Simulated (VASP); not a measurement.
# Sb in VASP: a series of runs

Sb is run at these levels: PBEsol; tasks: density of states, electric field gradients.

Everything below comes from runs of VASP 6.6.1. Logs are shortened: lines on timing, memory, paths and dates and some standing lists are left out, and cuts for length are marked.

### Step 1. The cell of the first run

The structure is hexagonal, space group P6_3/mmc (No. 194). The conventional cell has a = 3.369 Å, b = 3.369 Å, c = 5.330 Å, α = 90.00°, β = 90.00°, γ = 120.00°. Sb (site symmetry -6m2) has 12 Sb at 3.30 to 3.37 Å within 4.3 Å.

### Step 2. Density of states, PBEsol

POSCAR

```
Sb
1.0
    3.3690001795      0.0000000000      0.0000000000
   -1.6845000898      2.9176397408      0.0000000000
    0.0000000000      0.0000000000      5.3300000000
Sb
2
Direct
    0.3333333333      0.6666666667      0.2500000000
    0.6666666667      0.3333333333      0.7500000000
```

INCAR.step1

```
SYSTEM = Sb
PREC     = Accurate       ! precision mode
ENCUT    = 520            ! plane-wave cutoff, eV
EDIFF    = 1E-6           ! SCF threshold, eV
ISMEAR   = -1             ! smearing method
SIGMA    = 0.05           ! smearing width, eV
LREAL    = .FALSE.        ! projectors in reciprocal space
LASPH    = .TRUE.         ! aspherical terms in the spheres
NELM     = 60             ! most SCF steps
ALGO     = Normal         ! electronic algorithm
ISIF     = 2              ! what is computed and relaxed
LWAVE    = .FALSE.        ! write WAVECAR
LCHARG   = .TRUE.         ! write CHGCAR
GGA      = PS             ! functional
NBANDS   = 12             ! bands
```

KPOINTS.step1

```
regular mesh
0
G
  12 12 7
  0 0 0
```

INCAR.step2

```
SYSTEM = Sb
PREC     = Accurate       ! precision mode
ENCUT    = 520            ! plane-wave cutoff, eV
EDIFF    = 1E-6           ! SCF threshold, eV
ISMEAR   = -5             ! smearing method
SIGMA    = 0.05           ! smearing width, eV
LREAL    = .FALSE.        ! projectors in reciprocal space
LASPH    = .TRUE.         ! aspherical terms in the spheres
NELM     = 60             ! most SCF steps
ALGO     = Normal         ! electronic algorithm
ISIF     = 2              ! what is computed and relaxed
LWAVE    = .FALSE.        ! write WAVECAR
LCHARG   = .FALSE.        ! write CHGCAR
GGA      = PS             ! functional
LORBIT   = 10             ! projections on sites
NBANDS   = 12             ! bands
NEDOS    = 1001           ! points of the DOS
ICHARG   = 11             ! starting density
```

KPOINTS.step2

```
regular mesh
0
G
  18 18 11
  0 0 0
```

Potentials or basis: VASP PAW PBE potentials, release 64 (Sb).

Started as:

```
$ cat potpaw_PBE.64/Sb/POTCAR > POTCAR
$ cp INCAR.step1 INCAR
$ cp KPOINTS.step1 KPOINTS
$ mpirun -np 1 vasp_std > vasp.out
$ cp INCAR.step2 INCAR
$ cp KPOINTS.step2 KPOINTS
$ mpirun -np 1 vasp_std > vasp.out
```

OUTCAR:

```text
SYSTEM = Sb
   PREC = Accurate
   ENCUT = 520
   EDIFF = 1E-6
   ISMEAR = -5
   LREAL = .FALSE.
   LASPH = .TRUE.
   NELM = 60
   ISIF = 2
   GGA = PS
   LORBIT = 10
   ICHARG = 11

 ion  position               nearest neighbor table
   1  0.333  0.667  0.250-   2 3.30   2 3.30   2 3.30   2 3.30   2 3.30   2 3.30
   2  0.667  0.333  0.750-   1 3.30   1 3.30   1 3.30   1 3.30   1 3.30   1 3.30

  LATTYP: Found a hexagonal cell.
 ALAT       =     3.3690001795
 C/A-ratio  =     1.5820717471

  Lattice vectors:

 A1 = (   3.3690001795,   0.0000000000,   0.0000000000)
 A2 = (  -1.6845000898,   2.9176397408,   0.0000000000)
 A3 = (   0.0000000000,   0.0000000000,   5.3300000000)

Analysis of symmetry for initial positions (statically):
[... 35 lines left out ...]
                                     Primitive cell

  volume of cell :      52.3914

  direct lattice vectors                    reciprocal lattice vectors
     3.369000179  0.000000000  0.000000000     0.296823968  0.171371398  0.000000000
    -1.684500090  2.917639741  0.000000000     0.000000000  0.342742795  0.000000000
     0.000000000  0.000000000  5.330000000     0.000000000  0.000000000  0.187617261

  length of vectors
     3.369000179  3.369000180  5.330000000     0.342742795  0.342742795  0.187617261

  position of ions in fractional coordinates (direct lattice)
     0.333333333  0.666666667  0.250000000
     0.666666667  0.333333333  0.750000000

  ion indices of the primitive-cell ions
   primitive index   ion index
                 1           1
                 2           2

----------------------------------------------------------------------------------------

 KPOINTS: regular mesh

Automatic generation of k-mesh.
 Grid dimensions read from file:
 generate k-points for:   18   18   11

 Generating k-lattice:

  Cartesian coordinates                     Fractional coordinates (reciprocal lattice)
     0.016490220  0.009520633  0.000000000     0.055555556 -0.000000000  0.000000000
     0.000000000  0.019041266  0.000000000     0.000000000  0.055555556  0.000000000
     0.000000000  0.000000000  0.017056115     0.000000000  0.000000000  0.090909091

  Length of vectors
     0.019041266  0.019041266  0.017056115

  Shift w.r.t. Gamma in fractional coordinates (k-lattice)
     0.000000000  0.000000000  0.000000000

 TETIRR: Found   3464 inequivalent tetrahedra from    21384

 Subroutine IBZKPT returns following result:
 ===========================================

 Found    222 irreducible k-points:

 Following reciprocal coordinates:
            Coordinates               Weight
  0.000000  0.000000  0.000000      1.000000
  0.055556  0.000000  0.000000      6.000000
  0.111111  0.000000  0.000000      6.000000
  0.166667  0.000000  0.000000      6.000000
  0.222222  0.000000  0.000000      6.000000
  0.277778  0.000000  0.000000      6.000000
[... 16 lines left out ...]
  0.333333  0.111111  0.000000     12.000000
  0.388889  0.111111  0.000000     12.000000
 [... further k-points ...]
   k-points           NKPTS =    222   k-points in BZ     NKDIM =    222   number of bands    NBANDS=     12
   number of dos      NEDOS =   1001   number of ions     NIONS =      2
   total plane-waves  NPLWV =  31360
   dimension x,y,z NGX =    28 NGY =   28 NGZ =   40
   dimension x,y,z NGXF=    56 NGYF=   56 NGZF=   80
   ions per type =               2
   NGX,Y,Z   is equivalent  to a cutoff of  13.82, 13.82, 12.48 a.u.
   NGXF,Y,Z  is equivalent  to a cutoff of  27.63, 27.63, 24.95 a.u.
 SYSTEM =  Sb
   PREC   = accura    normal or accurate (medium, high low for compatibility)
   ISTART =      0    job   : 0-new  1-cont  2-samecut
   ICHARG =     11    charge: 1-file 2-atom 10-const
   ISPIN  =      1    spin polarized calculation?
   LNONCOLLINEAR =      F non collinear calculations
   LSORBIT =      F    spin-orbit coupling
   LASPH  =      T    aspherical Exc in radial PAW
   ENCUT  =  520.0 eV  38.22 Ry    6.18 a.u.   6.26  6.26  9.91*2*pi/ulx,y,z
   NELM   =     60;   NELMIN=  2; NELMDL=  0     # of ELM steps
   EDIFF  = 0.1E-05   stopping-criterion for ELM
   LREAL  =      F    real-space projection
   EDIFFG = 0.1E-04   stopping-criterion for IOM
   NSW    =      0    number of steps for IOM
   IBRION =     -1    ionic relax: 0-MD 1-quasi-New 2-CG
   NFREE  =      0    steps in history (QN), initial steepest desc. (CG)
   ISIF   =      2    stress and relaxation
   ISYM   =      2    0-nonsym 1-usesym 2-fastsym
   POTIM  = 0.5000    time-step for ionic-motion
   TEBEG  =    0.0;   TEEND  =   0.0 temperature during run
   PSTRESS=    0.0 pullay stress
   NELECT =      10.0000    total number of electrons
   NUPDOWN=      -1.0000    fix difference up-down
   EMIN   =  10.00;   EMAX   =-10.00  energy-range for DOS
   EFERMI =   0.00;   METHOD = LEGACY
   ISMEAR =    -5;   SIGMA  =   0.05  broadening in eV -4-tet -1-fermi 0-gaus
   EFERMI_NEDOS =   21; number of points for ismear=-14 and -15
   IALGO  =     38    algorithm
   IMIX   =      4    mixing-type and parameters
     AMIX     =   0.40;   BMIX     =  1.00
     AMIX_MAG =   1.60;   BMIX_MAG =  1.00
  volume/ion in A,a.u.               =      26.20       176.78
  Fermi-wavevector in a.u.,A,eV,Ry     =   0.942587  1.781231 12.088376  0.888471
  Thomas-Fermi vector in A             =   2.070211
   LORBIT       =     10    0 simple, 1 ext, 2 COOP (PROOUT), +10 PAW based schemes
   GGA     = PS    functional components
   LHFCALC =     F    Hartree Fock is set to
   AEXX    =    0.0000 exact exchange contribution
   IVDW    =     0    specifies the selected vdW correction
   LEPSILON=     F    determine dielectric tensor
   LRPA    =     F    only Hartree local field effects (RPA)
 non-spin polarized calculation
 Fermi weights with tetrahedron method with Bloechl corrections
  energy-cutoff  :      520.00
  volume of cell :       52.39
 maximum number of plane-waves:      1436
 NGX is ok and might be reduce to    28

 number of electron      10.0000000 magnetization

 Free energy of the ion-electron system (eV)
  ---------------------------------------------------
  ext. energy  EPLUGINS =         0.00000000
  ---------------------------------------------------
  free energy    TOTEN  =        -8.67212270 eV

  energy without entropy =       -8.67212270  energy(sigma->0) =       -8.67212270

 E-fermi :   8.7626     XC(G=0): -10.4510

 val. band max:        8.7991284999   @ k =   0.3889   0.0556   0.3636
 cond. band min:       8.6486283929   @ k =   0.3333   0.2222   0.1818
 fundamental gap:     -0.1505001070
 Fermi energy:         8.7626396539

 k-point     1 :       0.0000    0.0000    0.0000
  band No.  band energies     occupation
      1      -4.4206      2.00000
      2      -0.1900      2.00000
      3       2.7911      2.00000
      4      12.0778      0.00000
      5      12.0778      0.00000
      6      13.8766      0.00000
      7      13.8766      0.00000
      8      14.8095      0.00000
      9      16.1602      0.00000
     10      17.5645      0.00000
     11      18.6676      0.00000
     12      18.6676      0.00000

 k-point     2 :       0.0556    0.0000    0.0000
  band No.  band energies     occupation
      1      -4.3663      2.00000
      2      -0.1432      2.00000
      3       2.8481      2.00000
      4      11.4693      0.00000
      5      11.8509      0.00000
      6      13.5898      0.00000
      7      13.9673      0.00000
      8      14.7141      0.00000
      9      16.5224      0.00000
     10      17.3868      0.00000
     11      18.6449      0.00000
     12      18.8771      0.00000

 k-point     3 :       0.1111    0.0000    0.0000
  band No.  band energies     occupation
      1      -4.2034      2.00000
      2      -0.0047      2.00000
      3       3.0184      2.00000
      4      10.1925     -0.00019
      5      11.3493      0.00000
      6      12.8259      0.00000
      7      14.0410      0.00000
      8      14.3926      0.00000
      9      16.2657      0.00000
     10      17.7050      0.00000
     11      18.7383      0.00000
     12      18.7929      0.00000

 k-point     4 :       0.1667    0.0000    0.0000
  band No.  band energies     occupation
      1      -3.9331      2.00000
      2       0.2199      2.00000
      3       3.3001      2.00000
      4       8.7559      0.99845
      5      10.7811      0.00000
      6      11.8054      0.00000
      7      13.7859      0.00000
      8      13.9169      0.00000
      9      15.3689      0.00000
     10      17.9909      0.00000
     11      18.4450      0.00000
     12      19.2134      0.00000

 k-point     5 :       0.2222    0.0000    0.0000
  band No.  band energies     occupation
      1      -3.5572      2.00000
      2       0.5164      2.00000
      3       3.6897      2.00000
      4       7.3414      2.00581
      5      10.2389      0.00000
      6      10.6540      0.00000
      7      12.9156      0.00000
      8      13.6358      0.00000
      9      14.5832      0.00000
     10      17.4377      0.00000
     11      18.3734      0.00000
     12      18.7724      0.00000
[... 228 lines left out ...]
      1      -2.9215      2.00000
      2       0.9579      2.00000
      3       4.3443      2.00000
      4       6.1412      2.00000
      5       8.0040      2.09916
      6      10.1666      0.00000
      7      11.7825      0.00000
      8      12.1211      0.00000
      9      15.4197      0.00000
     10      15.7064      0.00000
     11      18.4398      0.00000
     12      19.0284      0.00000

 k-point    22 :       0.2778    0.1111    0.0000
  band No.  band energies     occupation
      1      -2.3539      2.00000
      2       1.2223      2.00000
      3       4.9224      2.00000
      4       5.1335      2.00000
      5       7.4605      2.00000
      6       9.1067      0.11951
      7      10.7912      0.00000
      8      11.7667      0.00000
      9      15.0552      0.00000
     10      15.2010      0.00000
     11      18.9882      0.00000
     12      19.3193      0.00000

 k-point    23 :       0.3333    0.1111    0.0000
  band No.  band energies     occupation
      1      -1.7144      2.00000
      2       1.2484      2.00000
      3       4.5302      2.00000
      4       5.5641      2.00000
      5       6.9097      2.00000
      6       8.2828      2.12186
      7       9.8166      0.00000
      8      11.5016      0.00000
      9      14.7960      0.00000
     10      14.8618      0.00000
     11      19.0303      0.00000
     12      19.5084      0.00000

 k-point    24 :       0.3889    0.1111    0.0000
  band No.  band energies     occupation
      1      -1.0661      2.00000
      2       0.9182      2.00000
      3       4.4563      2.00000
      4       6.1913      2.00000
      5       6.3246      2.00000
      6       7.8227      2.00000
      7       8.9761     -0.02808
      8      11.3381      0.00000
      9      14.6411      0.00000
     10      14.6662      0.00000
     11      18.9779      0.00000
     12      19.5690      0.00000

 [... further k-points ...]
[... 5 lines left out ...]
  --------------------------------------------------------------------------------------
  -------------------------------------------------------------------------------------
  Total       -0.0926986     -0.0926986     -0.0442889      0.0000000      0.0000000      0.0000000
  in kB       -2.8348097     -2.8348097     -1.3543950      0.0000000      0.0000000      0.0000000
  external PRESSURE =      -2.3413381 kB  Pullay stress =       0.0000000 kB

 VOLUME and BASIS-vectors are now :
 -----------------------------------------------------------------------------
  energy-cutoff  :      520.00
  volume of cell :       52.39
      direct lattice vectors                 reciprocal lattice vectors
     3.369000179  0.000000000  0.000000000     0.296823968  0.171371398  0.000000000
    -1.684500090  2.917639741  0.000000000     0.000000000  0.342742795  0.000000000
     0.000000000  0.000000000  5.330000000     0.000000000  0.000000000  0.187617261

 POSITION                                       TOTAL-FORCE (eV/Angst)
 -----------------------------------------------------------------------------------
     -0.00000      1.94509      1.33250         0.000000     -0.000000      0.000000
      1.68450      0.97255      3.99750        -0.000000      0.000000      0.000000
 -----------------------------------------------------------------------------------
    total drift:                               -0.000000      0.000000      0.000000

  FREE ENERGIE OF THE ION-ELECTRON SYSTEM (eV)
  ---------------------------------------------------
  free  energy   TOTEN  =        -8.6721227031 eV

  energy  without entropy=       -8.6721227031  energy(sigma->0) =       -8.67212270

 total charge

# of ion       s       p       d       tot
------------------------------------------
    1        1.255   1.046   0.041   2.342
    2        1.255   1.046   0.041   2.342
--------------------------------------------------
tot          2.509   2.093   0.083   4.685
```

Run time: 41 s. Hardware: 1 thread of Intel Xeon 6975P-C (Granite Rapids), shared host; peak memory 0.25 GiB.

Results:

```
Valence electrons inside the program's atomic spheres : Sb 2.34
```

Levels at points of the mesh, in eV from the Fermi level:
| k point | band 1 | band 2 | band 3 | band 4 | band 5 | band 6 | band 7 | band 8 | band 9 | band 10 |
| --- | --- | --- | --- | --- | --- | --- | --- | --- | --- | --- |
| (0.00, 0.00, 0.00) | -13.18 | -8.95 | -5.97 | 3.32 | 3.32 | 5.11 | 5.11 | 6.05 | 7.40 | 8.80 |
| (0.50, 0.00, 0.00) | -9.61 | -8.22 | -4.26 | -2.91 | -2.42 | -0.22 | 0.10 | 3.78 | 4.21 | 7.49 |

Caveat: the PAW data sets were made with another functional, which shifts forces and pressure a little; spin-orbit coupling is left out, which moves the levels of the heavy elements; tetrahedron occupations give inexact forces and stress in metals.

[end of part 1 of 2]
